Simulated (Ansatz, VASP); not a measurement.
**Two plane-wave programs on Ge4F**

File INCAR:

```
SYSTEM = Ge4F
  PREC = Accurate
  ENCUT = 520
  EDIFF = 1E-6
  ISMEAR = 0
  SIGMA = 0.1
  LREAL = .FALSE.
  LASPH = .TRUE.
  NELM = 60
  ALGO = Normal
  ISIF = 2
  LWAVE = .FALSE.
  LCHARG = .TRUE.
  LDIPOL = .TRUE.
  IDIPOL = 3
  DIPOL = 0.5 0.5 0.336
  GGA = PE
  IVDW = 12
  LELF = .TRUE.
  LVHAR = .TRUE.
  LVACPOTAV = .TRUE.
  NBANDS = 40
```

KPOINTS

```
regular mesh
0
G
  7 7 1
  0 0 0
```

File POSCAR:

```
Ge4F
1.0
    4.0303587907      0.0000000000      0.0000000000
    0.0000000000      4.0303587907      0.0000000000
    0.0000000000      0.0000000000     21.6416627718
Ge F
4 1
Direct
    0.0000000000      0.5000000000      0.1848286817
    0.0000000000      0.0000000000      0.2506714513
    0.5000000000      0.0000000000      0.3196569899
    0.5000000000      0.5000000000      0.3854446333
    1.0000000000      1.0000000000      0.5379282957
```

Input for Ansatz:

```yaml
crystal:
  lattice:
    - [4.0303587907, 0.0, 0.0]
    - [0.0, 4.0303587907, 0.0]
    - [0.0, 0.0, 21.6416627718]
  atoms:
    - { symbol: Ge, position: [0.0, 0.5, 0.1848286817] }
    - { symbol: Ge, position: [0.0, 0.0, 0.2506714513] }
    - { symbol: Ge, position: [0.5, 0.0, 0.3196569899] }
    - { symbol: Ge, position: [0.5, 0.5, 0.3854446333] }
    - { symbol: F, position: [1.0, 1.0, 0.5379282957] }
basis:
  ecutwfc: 420
kpoints:
  mp_grid: { grid: [7, 7, 1] }
hamiltonian:
  xc: pbe
  pseudopotentials: { kind: paw, azcp: { folder: soft_1 } }
  dispersion: d3bj
scf:
  occupations: { method: gaussian, width: 0.1 }
output:
  forces: true
  eigenvalues: true
efield:
  axis: 3
  dipole_correction: true
  ramp_width: 0.04
```

Alike in both runs: task single point; functional PBE; dispersion D3(BJ); k mesh 7 × 7 × 1; occupations gaussian, width 0.1 eV; no spin polarisation.

|  | VASP | Ansatz |
| --- | --- | --- |
| version | VASP 6.6.1 | Ansatz 0.2.0 |
| potentials or method | VASP PAW PBE potentials, release 64 (Ge_d, F), cutoff 520 eV | scalar-relativistic, plane waves, PAW |
| valence electrons in the cell | 63 | 63 |

```csv
,VASP,Ansatz,Ansatz less VASP
gap on the k mesh at the Fermi level (eV),none,none,-
rms of the force components (eV/Å),0.175,0.175,+0.0001
"work function, face that differs most (eV)",10.51,10.51,+0.005
```

Atom by atom the forces differ by 0.001 eV/Å (rms over components). A gap of «none» marks a metal or a gap that the smearing closes.
